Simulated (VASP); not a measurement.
A run of VASP 6.6.1:

Contents of INCAR:

```
SYSTEM = AlMo3C
PREC = Accurate
ENCUT = 600
EDIFF = 1E-6
ISMEAR = 0
SIGMA = 0.1
LREAL = .False.
LASPH = .True.
NELM = 80
ALGO = Normal
ISIF = 3
LWAVE = .False.
LCHARG = .False.
GGA = PE
IBRION = 2
NSW = 90
EDIFFG = -0.04
```

The input KPOINTS:

```
Automatic mesh
0
Gamma
  4 4 4
  0 0 0
```

The input POSCAR:

```
AlMo3C
1.0
    4.6133172700      0.0000000000      0.0000000000
    0.0000000000      4.6133172700      0.0000000000
    0.0000000000      0.0000000000      4.6133172700
Al Mo C
1 3 1
Direct
    0.0000000000      0.0000000000      0.0000000000
    0.0000000000      0.5000000000      0.5000000000
    0.5000000000      0.0000000000      0.5000000000
    0.5000000000      0.5000000000      0.0000000000
    0.5000000000      0.5000000000      0.5000000000
```

Potentials or basis: VASP PAW PBE potentials, release 64 (Al, Mo_sv, C).

Run with:

```console
$ cat potpaw_PBE.64/Al/POTCAR potpaw_PBE.64/Mo_sv/POTCAR potpaw_PBE.64/C/POTCAR > POTCAR
$ mpirun -np 1 vasp_std > vasp.out
```

Hardware: 1 thread of Intel(R) Xeon(R) 6975P-C (Granite Rapids), on a shared host.

Problem. Estimate the wall time of this run.

Solution. Run time: 93 s on 1 thread of Intel(R) Xeon(R) 6975P-C (Granite Rapids), with other jobs on the host, peak memory 0.27 GiB. Counts: scf iterations 54, k points 10, ion steps 5.
